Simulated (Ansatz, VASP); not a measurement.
## AlNi in VASP and in Ansatz

```
CELL_PARAMETERS angstrom
2.89366 0.00000 0.00000
0.00000 2.89366 0.00000
0.00000 0.00000 2.89366
ATOMIC_POSITIONS crystal
Al 0.50000 0.50000 0.50000
Ni 0.00000 0.00000 0.00000
```

Alike in both runs: functional PBE; k mesh 6 × 6 × 6; occupations gaussian, width 0.1 eV; no spin polarisation.

Ansatz relaxed the structure, and its values are those at the end. VASP's run is a single point on that final structure, the one shown.

|  | VASP | Ansatz |
| --- | --- | --- |
| version | VASP 6.6.1 | Ansatz 0.2.0 |
| potentials or method | VASP PAW PBE potentials, release 64 (Al, Ni), cutoff 600 eV | scalar-relativistic, plane waves, PAW |
| valence electrons in the cell | 13 | 21 |

|  | VASP | Ansatz | Ansatz less VASP |
| --- | --- | --- | --- |
| gap on the k mesh at the Fermi level (eV) | none | none | - |
| pressure (GPa) | 0.1 | 0.2 | +0.02 |

A gap of «none» marks a metal or a gap that the smearing closes. VASP's potentials hold 13 valence electrons a cell and Ansatz's 21, so a difference there can come from the potentials and not from the codes.

The k mesh is coarse, so the values compare programs but aren't converged.
